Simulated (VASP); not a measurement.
Wanted: the native input for a VASP 6.6.1 run.

* Task: single point
* Functional: PBEsol
* Potentials or basis: VASP PAW PBE potentials, release 64 (Ti_sv)
* Cutoff: 520 eV
* k mesh: 18 × 18 × 6
* Occupations: gaussian, width 0.15 eV
* Spin: no spin polarisation
* Dipole correction: no
* Further INCAR settings: ALGO = Fast; EDIFF = 1e-06; NBANDS = 32

The structure of Ti lies in POSCAR:

```
Ti
1.0
    2.9001878206      0.0000000000      0.0000000000
   -1.4500939103      2.5116363284      0.0000000000
    0.0000000000      0.0000000000      9.1816218367
Ti
4
Direct
    0.2896809881      0.6666666667      0.1250000000
    0.3769856786      0.6666666667      0.6250000000
    0.6230143214      0.3333333333      0.3750000000
    0.7103190119      0.3333333333      0.8750000000
```

This cell differs from its parent crystal: atoms displaced along several vibrational modes.

The input as run:

INCAR

```
SYSTEM = Ti
  PREC = Accurate
  ENCUT = 520
  EDIFF = 1E-6
  ISMEAR = 0
  SIGMA = 0.15
  LREAL = .FALSE.
  LASPH = .TRUE.
  NELM = 100
  ALGO = Fast
  ISIF = 2
  LWAVE = .FALSE.
  LCHARG = .TRUE.
  GGA = PS
  LELF = .TRUE.
  LVHAR = .TRUE.
  NBANDS = 32
```

KPOINTS

```
regular mesh
0
G
  18 18 6
  0 0 0
```

Potentials or basis: VASP PAW PBE potentials, release 64 (Ti_sv).

Launch:

```bash
$ cat potpaw_PBE.64/Ti_sv/POTCAR > POTCAR
$ mpirun -np 1 vasp_std > vasp.out
```

It gave:

- Pressure: -0.4 GPa
- Largest force: 0.186 eV/Å
- Band gap on the k mesh: zero (bands 24 and 25 overlap by 1.08 eV)

Caveat: the cell differs from its parent crystal (atoms displaced along several vibrational modes); the PAW data sets were made with another functional, which shifts forces and pressure a little.

Run time: 31 min on 1 thread of AMD EPYC 9R45 96-Core Processor (Zen 5) (shared host), peak memory 0.79 GiB.
